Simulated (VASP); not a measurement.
Write the native input for VASP 6.6.1 that does the following.

| Property | Result |
| --- | --- |
| Task | single point |
| Functional | r2SCAN |
| Potentials or basis | VASP PAW PBE potentials, release 64 (Ti_sv, Co) |
| Cutoff | 520 eV |
| k mesh | 16 × 16 × 16 |
| Occupations | gaussian, width 0.05 eV |
| Spin | collinear spin, ferromagnetic start |
| Starting moments | [0.0, 1.54] μB |
| Dipole correction | no |
| Further INCAR settings | ALGO = Normal; EDIFF = 1e-06; NBANDS = 22 |

TiCo:

```
Ti Co
1.0
     3.00723    0.00000    0.00000
     0.00000    3.00723    0.00000
     0.00000    0.00000    3.00723
Ti Co
1 1
Cartesian
  0.0000 0.0000 0.0000
  1.5036 1.5036 1.5036
```

This cell differs from its parent crystal: volume scaled by 1.020.

One way to write it, as run:

POSCAR

```
TiCo
1.0
    3.0072271853      0.0000000000      0.0000000000
    0.0000000000      3.0072271853      0.0000000000
    0.0000000000      0.0000000000      3.0072271853
Ti Co
1 1
Direct
    0.0000000000      0.0000000000      0.0000000000
    0.5000000000      0.5000000000      0.5000000000
```

INCAR.step1

```
SYSTEM = TiCo
PREC = Accurate
ENCUT = 520
ISMEAR = 0
SIGMA = 0.05
LREAL = .FALSE.
LASPH = .TRUE.
NELM = 150
ISPIN = 2
MAGMOM = 0 1.54
LMAXMIX = 4
NBANDS = 22
GGA = PE
ALGO = Normal
EDIFF = 1E-4
LWAVE = .TRUE.
LCHARG = .FALSE.
```

INCAR.step2

```
SYSTEM = TiCo
PREC = Accurate
ENCUT = 520
EDIFF = 1E-6
ISMEAR = 0
SIGMA = 0.05
LREAL = .FALSE.
LASPH = .TRUE.
NELM = 150
ALGO = Normal
ISIF = 2
LWAVE = .FALSE.
LCHARG = .FALSE.
ISPIN = 2
MAGMOM = 0 1.54
LORBIT = 11
LMAXMIX = 4
METAGGA = R2SCAN
LMIXTAU = .TRUE.
NBANDS = 22
ISTART = 1
```

KPOINTS

```
Automatic mesh
0
G
  16 16 16
  0 0 0
```

Potentials or basis: VASP PAW PBE potentials, release 64 (Ti_sv, Co).

Launch:

```bash
$ cat potpaw_PBE.64/Ti_sv/POTCAR potpaw_PBE.64/Co/POTCAR > POTCAR
$ cp INCAR.step1 INCAR
$ mpirun -np 1 vasp_std > vasp.out
$ cp INCAR.step2 INCAR
$ mpirun -np 1 vasp_std > vasp.out
```

It gave:

```json
{
  "Pressure": "-2.7 GPa",
  "Net moment": "0.89 μB per cell",
  "Site moments": "Ti -0.31; Co +1.41 μB",
  "Valence electrons inside the program's atomic spheres": "Ti 10.22; Co 8.29"
}
```

Caveat: the PAW data sets were made with another functional, which shifts forces and pressure a little.

Run time: 5.4 min on 1 thread of AMD EPYC 9R45 96-Core Processor (Zen 5), with other jobs on the host, peak memory 0.24 GiB.
